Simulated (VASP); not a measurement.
# K2S (fluorite type) (Fm-3m) in VASP: notebook, part 2 of 3

VASP 6.6.1.

## 3. Electric field gradients, PBE (32.57 Å³/atom)

Input file INCAR:

```
ALGO = Normal
EDIFF = 1E-8
ENCUT = 400
GGA = PE
GGA_COMPAT = F
ISIF = 2
ISMEAR = -1
LASPH = T
LCHARG = F
LEFG = T
LREAL = F
LWAVE = F
NBANDS = 19
NELM = 120
PREC = Accurate
SIGMA = 0.03
```

Input file KPOINTS:

```
k-points
0
Gamma
  10 10 10
```

Input file POSCAR:

```
K2S
1.0
    0.0000000000      3.6558024717      3.6558024717
    3.6558024717      0.0000000000      3.6558024717
    3.6558024717      3.6558024717      0.0000000000
S K
1 2
Direct
    0.0000000000      0.0000000000      0.0000000000
    0.2500000000      0.2500000000      0.2500000000
    0.7500000000      0.7500000000      0.7500000000
```

Potentials or basis: VASP PAW PBE potentials, release 64 (S, K_sv).

Started as:

```bash
$ cat potpaw_PBE.64/S/POTCAR potpaw_PBE.64/K_sv/POTCAR > POTCAR
$ mpirun -np 1 vasp_std > vasp.out
```

OUTCAR:

```text
EDIFF = 1E-8
   ENCUT = 400
   GGA = PE
   ISIF = 2
   ISMEAR = -1
   LASPH = T
   LREAL = F
   NELM = 120
   PREC = Accurate

 ion  position               nearest neighbor table
   1  0.000  0.000  0.000-   3 3.17   3 3.17   3 3.17   2 3.17   3 3.17   2 3.17   2 3.17   2 3.17

   2  0.250  0.250  0.250-   1 3.17   1 3.17   1 3.17   1 3.17   3 3.66   3 3.66   3 3.66   3 3.66
                             3 3.66   3 3.66
   3  0.750  0.750  0.750-   1 3.17   1 3.17   1 3.17   1 3.17   2 3.66   2 3.66   2 3.66   2 3.66
                             2 3.66   2 3.66

  LATTYP: Found a face centered cubic cell.
 ALAT       =     7.3116049434
[... 752 lines left out ...]

 Electric field gradients (V/A^2)
---------------------------------------------------------------------
 ion       V_xx      V_yy      V_zz      V_xy      V_xz      V_yz
---------------------------------------------------------------------
   1      -0.000    -0.000     0.000     0.001     0.001     0.001
   2       0.000    -0.000    -0.000    -0.000    -0.000    -0.000
   3       0.000    -0.000     0.000    -0.000    -0.000    -0.000
---------------------------------------------------------------------

 Electric field gradients after diagonalization (V/A^2)
 (convention: |V_zz| > |V_xx| > |V_yy|)
----------------------------------------------------------------------
 ion       V_xx      V_yy      V_zz     asymmetry (V_yy - V_xx)/ V_zz
----------------------------------------------------------------------
   1      -0.001    -0.001     0.001       0.000
   2       0.000     0.000    -0.001       0.000
   3       0.000     0.000    -0.001       0.000
----------------------------------------------------------------------

           NMR quadrupolar parameters

 Cq : quadrupolar parameter    Cq=e*Q*V_zz/h
 eta: asymmetry parameters     (V_yy - V_xx)/ V_zz
 Q  : nuclear electric quadrupole moment in mb (millibarn)
----------------------------------------------------------------------
 ion       Cq(MHz)       eta       Q (mb)
----------------------------------------------------------------------
   1       0.000       0.000       1.000
   2      -0.000       0.000       1.000
   3      -0.000       0.000       1.000
----------------------------------------------------------------------
```

It took 2.8 min on 1 thread of Oxide Virtual Turin-like, shared host; peak memory 0.19 GiB.

Results:

| Property | Result |
| --- | --- |
| Free energy | -9.3947 eV |
| Pressure | 1.3 GPa |
| Band gap on the k mesh | 2.48 eV (least direct gap 2.71 eV) |
| Largest electric field gradient by atom | under 0.05 V/Å² on every atom |

A k mesh can miss the band edges.

## 4. Electric field gradients, PBE (33.94 Å³/atom)

This run uses another cell than the first one, of 33.94 Å³/atom.

Input file INCAR:

```
ALGO = Normal ; EDIFF = 1E-8
ENCUT = 400 ; GGA = PE
GGA_COMPAT = False ; ISIF = 2
ISMEAR = -1 ; LASPH = True
LCHARG = False ; LEFG = True
LREAL = False ; LWAVE = False
NBANDS = 19 ; NELM = 120
PREC = Accurate ; SIGMA = 0.03
```

KPOINTS is that of step 3.

Input file POSCAR:

```
K2S
1.0
    0.0000000000      3.7062821734      3.7062821734
    3.7062821734      0.0000000000      3.7062821734
    3.7062821734      3.7062821734      0.0000000000
S K
1 2
Direct
    0.0000000000      0.0000000000      0.0000000000
    0.2500000000      0.2500000000      0.2500000000
    0.7500000000      0.7500000000      0.7500000000
```

Potentials or basis: VASP PAW PBE potentials, release 64 (S, K_sv).

Started as:

```bash
$ cat potpaw_PBE.64/S/POTCAR potpaw_PBE.64/K_sv/POTCAR > POTCAR
$ mpirun -np 1 vasp_std > vasp.out
```

OUTCAR:

```text
EDIFF = 1E-8
   ENCUT = 400
   GGA = PE
   ISIF = 2
   ISMEAR = -1
   LASPH = True
   LREAL = False
   NELM = 120
   PREC = Accurate

 ion  position               nearest neighbor table
   1  0.000  0.000  0.000-   3 3.21   3 3.21   3 3.21   2 3.21   3 3.21   2 3.21   2 3.21   2 3.21

   2  0.250  0.250  0.250-   1 3.21   1 3.21   1 3.21   1 3.21   3 3.71   3 3.71   3 3.71   3 3.71
                             3 3.71   3 3.71
   3  0.750  0.750  0.750-   1 3.21   1 3.21   1 3.21   1 3.21   2 3.71   2 3.71   2 3.71   2 3.71
                             2 3.71   2 3.71

  LATTYP: Found a face centered cubic cell.
 ALAT       =     7.4125643468

  Lattice vectors:

 A1 = (   0.0000000000,   3.7062821734,   3.7062821734)
 A2 = (   3.7062821734,   0.0000000000,   3.7062821734)
 A3 = (   3.7062821734,   3.7062821734,   0.0000000000)

Analysis of symmetry for initial positions (statically):
=====================================================================
 Subroutine PRICEL returns:
 Original cell was already a primitive cell.

 Routine SETGRP: Setting up the symmetry group for a
 face centered cubic supercell.

 Subroutine GETGRP returns: Found 48 space group operations
 (whereof 48 operations were pure point group operations)
 out of a pool of 48 trial point group operations.

The static configuration has the point symmetry O_h .

Analysis of symmetry for dynamics (positions and initial velocities):
=====================================================================
 Subroutine PRICEL returns:
 Original cell was already a primitive cell.

 Routine SETGRP: Setting up the symmetry group for a
 face centered cubic supercell.

 Subroutine GETGRP returns: Found 48 space group operations
 (whereof 48 operations were pure point group operations)
 out of a pool of 48 trial point group operations.

The dynamic configuration has the point symmetry O_h .

 Subroutine INISYM returns: Found 48 space group operations
 (whereof 48 operations are pure point group operations),
 and found     1 'primitive' translations

----------------------------------------------------------------------------------------

                                     Primitive cell

  volume of cell :     101.8229

  direct lattice vectors                    reciprocal lattice vectors
     0.000000000  3.706282173  3.706282173    -0.134906080  0.134906080  0.134906080
     3.706282173  0.000000000  3.706282173     0.134906080 -0.134906080  0.134906080
     3.706282173  3.706282173  0.000000000     0.134906080  0.134906080 -0.134906080

  length of vectors
     5.241474516  5.241474516  5.241474516     0.233664185  0.233664185  0.233664185

  position of ions in fractional coordinates (direct lattice)
     0.000000000  0.000000000  0.000000000
     0.250000000  0.250000000  0.250000000
     0.750000000  0.750000000  0.750000000

  ion indices of the primitive-cell ions
   primitive index   ion index
                 1           1
                 2           2
                 3           3

[... 80 lines left out ...]
   TEBEG  =    0.0;   TEEND  =   0.0 temperature during run
   PSTRESS=    0.0 pullay stress
   NELECT =      24.0000    total number of electrons
   NUPDOWN=      -1.0000    fix difference up-down
   EMIN   =  10.00;   EMAX   =-10.00  energy-range for DOS
   EFERMI =   0.00;   METHOD = LEGACY
   ISMEAR =    -1;   SIGMA  =   0.03  broadening in eV -4-tet -1-fermi 0-gaus
   EFERMI_NEDOS =   21; number of points for ismear=-14 and -15
   IALGO  =     38    algorithm
   IMIX   =      4    mixing-type and parameters
     AMIX     =   0.40;   BMIX     =  1.00
     AMIX_MAG =   1.60;   BMIX_MAG =  1.00
  volume/ion in A,a.u.               =      33.94       229.04
  Fermi-wavevector in a.u.,A,eV,Ry     =   1.011261  1.911007 13.913993  1.022650
  Thomas-Fermi vector in A             =   2.144300
   LORBIT       =      0    0 simple, 1 ext, 2 COOP (PROOUT), +10 PAW based schemes
   GGA     = PE    functional components
   LHFCALC =     F    Hartree Fock is set to
   AEXX    =    0.0000 exact exchange contribution
   IVDW    =     0    specifies the selected vdW correction
   LEPSILON=     F    determine dielectric tensor
   LRPA    =     F    only Hartree local field effects (RPA)
 non-spin polarized calculation
  energy-cutoff  :      400.00
  volume of cell :      101.82
 maximum number of plane-waves:      1868
 NGX is ok and might be reduce to    36
   NGX = 17   NGY = 17   NGZ = 17

 number of electron      23.9999997 magnetization

 Free energy of the ion-electron system (eV)
  ---------------------------------------------------
  ext. energy  EPLUGINS =         0.00000000
  ---------------------------------------------------
  free energy    TOTEN  =        -9.41753885 eV

  energy without entropy =       -9.41753885  energy(sigma->0) =       -9.41753885

 E-fermi :   0.3986     XC(G=0):  -7.3259

 val. band max:       -0.3575541343   @ k =   0.5000   0.5000   0.0000
 cond. band min:       2.0144907142   @ k =   0.0000   0.0000   0.0000
 fundamental gap:      2.3720448485
 Fermi energy:         0.3985945191

 k-point     1 :       0.0000    0.0000    0.0000
  band No.  band energies     occupation
      1     -29.5832      2.00000
      2     -29.5020      2.00000
      3     -13.1758      2.00000
      4     -13.1758      2.00000
      5     -13.1758      2.00000
      6     -12.9404      2.00000
[... 505 lines left out ...]
      6     -12.9391      2.00000
[... 11 lines left out ...]
     18       7.0545      0.00000
     19       7.7211      0.00000

 [... further k-points ...]

------------------------ aborting loop because EDIFF is reached ----------------------------------------

  FORCE on cell =-STRESS in cart. coord.  units (eV):
  Direction    XX          YY          ZZ          XY          YZ          ZX
  --------------------------------------------------------------------------------------
  -------------------------------------------------------------------------------------
  Total        0.2761981      0.2761981      0.2761981     -0.0000000     -0.0000000      0.0000000
  in kB        4.3459605      4.3459605      4.3459605     -0.0000000     -0.0000000      0.0000000
  external PRESSURE =       4.3459605 kB  Pullay stress =       0.0000000 kB

 VOLUME and BASIS-vectors are now :
 -----------------------------------------------------------------------------
  energy-cutoff  :      400.00
  volume of cell :      101.82
      direct lattice vectors                 reciprocal lattice vectors
     0.000000000  3.706282173  3.706282173    -0.134906080  0.134906080  0.134906080
     3.706282173  0.000000000  3.706282173     0.134906080 -0.134906080  0.134906080
     3.706282173  3.706282173  0.000000000     0.134906080  0.134906080 -0.134906080

 POSITION                                       TOTAL-FORCE (eV/Angst)
 -----------------------------------------------------------------------------------
      0.00000      0.00000      0.00000        -0.000000     -0.000000     -0.000000
      1.85314      1.85314      1.85314         0.000000      0.000000     -0.000000
      5.55942      5.55942      5.55942        -0.000000     -0.000000      0.000000
 -----------------------------------------------------------------------------------
    total drift:                                0.000000      0.000000      0.000000

  FREE ENERGIE OF THE ION-ELECTRON SYSTEM (eV)
  ---------------------------------------------------
  free  energy   TOTEN  =        -9.4175388454 eV

  energy  without entropy=       -9.4175388453  energy(sigma->0) =       -9.41753885

 Electric field gradients (V/A^2)
---------------------------------------------------------------------
 ion       V_xx      V_yy      V_zz      V_xy      V_xz      V_yz
---------------------------------------------------------------------
   1       0.000    -0.000     0.000     0.000     0.000     0.000
   2       0.000    -0.000     0.000    -0.000    -0.000    -0.000
   3       0.000    -0.000     0.000    -0.000    -0.000    -0.000
---------------------------------------------------------------------

 Electric field gradients after diagonalization (V/A^2)
 (convention: |V_zz| > |V_xx| > |V_yy|)
----------------------------------------------------------------------
 ion       V_xx      V_yy      V_zz     asymmetry (V_yy - V_xx)/ V_zz
----------------------------------------------------------------------
   1      -0.000    -0.000     0.001       0.000
   2       0.000     0.000    -0.000       0.000
   3       0.000     0.000    -0.000       0.000
----------------------------------------------------------------------

           NMR quadrupolar parameters

 Cq : quadrupolar parameter    Cq=e*Q*V_zz/h
 eta: asymmetry parameters     (V_yy - V_xx)/ V_zz
 Q  : nuclear electric quadrupole moment in mb (millibarn)
----------------------------------------------------------------------
 ion       Cq(MHz)       eta       Q (mb)
----------------------------------------------------------------------
   1       0.000       0.000       1.000
   2      -0.000       0.000       1.000
   3      -0.000       0.000       1.000
----------------------------------------------------------------------
```

stdout:

```text
POSCAR found type information on POSCAR S K
 POSCAR found :  2 types and       3 ions
 scaLAPACK will be used
 LDA part: xc-table for (Slater+PW92), standard interpolation
 POSCAR, INCAR and KPOINTS ok, starting setup
 FFT: planning ... GRIDC
 FFT: planning ... GRID_SOFT
 FFT: planning ... GRID
 WAVECAR not read
 entering main loop
ion   1

ion   2

ion   3
```

Wall time 2.3 min (1 thread of Oxide Virtual Turin-like, shared host); peak memory 0.19 GiB.

What came out:

| Item | Value |
| --- | --- |
| Free energy | -9.4175 eV |
| Pressure | 0.4 GPa |
| Band gap on the k mesh | 2.37 eV (least direct gap 2.56 eV) |
| Largest electric field gradient by atom | under 0.05 V/Å² on every atom |

Levels at points of the mesh, in eV from the valence-band top:
```
           k point  band 10  band 11  band 12  band 13  band 14  band 15
(0.00, 0.00, 0.00)    -0.19    -0.19    -0.19     2.37     5.46     5.46
(0.50, 0.00, 0.00)    -0.62    -0.07    -0.07     4.71     5.00     5.81
(0.50, 0.50, 0.00)    -0.74     0.00     0.00     3.51     5.29     6.58
```

(Part 2 of 3 ends here.)
